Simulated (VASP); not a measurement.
Hf: single point with LDA

The system is Hf.

```
Hf
1.0
     3.11801    0.00000    0.00000
    -1.55901    2.70028    0.00000
     0.00000    0.00000    4.94661
Hf
2
Direct
  0.33333 0.66667 0.25000
  0.66667 0.33333 0.75000
```

* Program: VASP 6.6.1
* Task: single point
* Functional: LDA
* Potentials or basis: VASP PAW LDA potentials, release 64 (Hf_pv)
* Cutoff: 500 eV
* k mesh: 16 × 16 × 9
* Occupations: fermi-dirac, width 0.08 eV
* Spin: no spin polarisation

The pressure is 0.1 GPa and the band gap on the k mesh is zero (band 10 reaches 6.44 eV, above the bottom of band 11 at 5.06 eV).

Levels at points of the mesh, in eV from the Fermi level:
```tsv
k point	band 6	band 7	band 8	band 9	band 10	band 11	band 12	band 13	band 14	band 15
(0.00, 0.00, 0.00)	-29.78	-7.54	-3.93	1.06	1.14	1.14	1.41	2.02	2.02	2.73
(0.50, 0.00, 0.00)	-29.90	-3.44	-3.02	-2.46	-0.55	0.72	0.96	1.78	6.32	6.88
```

Run time: 57 s on 1 thread of Intel(R) Xeon(R) Platinum 8488C (Sapphire Rapids) (shared host), peak memory 0.2 GiB.

Caveat: spin-orbit coupling is left out, which moves the levels of the heavy elements.
